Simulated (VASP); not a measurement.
Input of a VASP 6.6.1 run:

File INCAR:

```
PREC = Accurate ; ENCUT = 520
EDIFF = 1E-6 ; ISMEAR = 0
SIGMA = 0.1 ; LREAL = False
LASPH = True ; NELM = 100
ALGO = Normal ; ISIF = 2
LWAVE = False ; LCHARG = True
GGA = PE ; LELF = True
LVHAR = True ; NBANDS = 27
```

KPOINTS

```
regular mesh
0
Gamma
  3 3 4
```

Contents of POSCAR:

```
Na5H
1.0
    7.9990863573      0.0000000000      0.0000000000
   -3.9995431786      6.9274119924      0.0000000000
    0.0000000000      0.0000000000      3.3630907099
Na H
5 1
Direct
    0.0000000000      0.7689647640      0.0000000000
    0.7689647640      0.0000000000      0.0000000000
    0.2310352360      0.2310352360      0.0000000000
    0.6666666667      0.3333333333      0.5000000000
    0.3333333333      0.6666666667      0.5000000000
    0.0000000000      0.0000000000      0.5000000000
```

Potentials or basis: VASP PAW PBE potentials, release 64 (Na_pv, H).

Launch:

```console
$ cat potpaw_PBE.64/Na_pv/POTCAR potpaw_PBE.64/H/POTCAR > POTCAR
$ mpirun -np 1 vasp_std > vasp.out
```

Q: Estimate the largest force.

A: 0.006 eV/Å.

Q: Predict the band gap on the k mesh.

A: Zero (band 18 reaches 1.43 eV, above the bottom of band 19 at -0.38 eV).

Stress tensor (GPa, compression positive):
```
 0.32  0.00  0.00
 0.00  0.32  0.00
 0.00  0.00 -0.23
```

Caveat: the k points lie up to 0.47 Å⁻¹ apart.
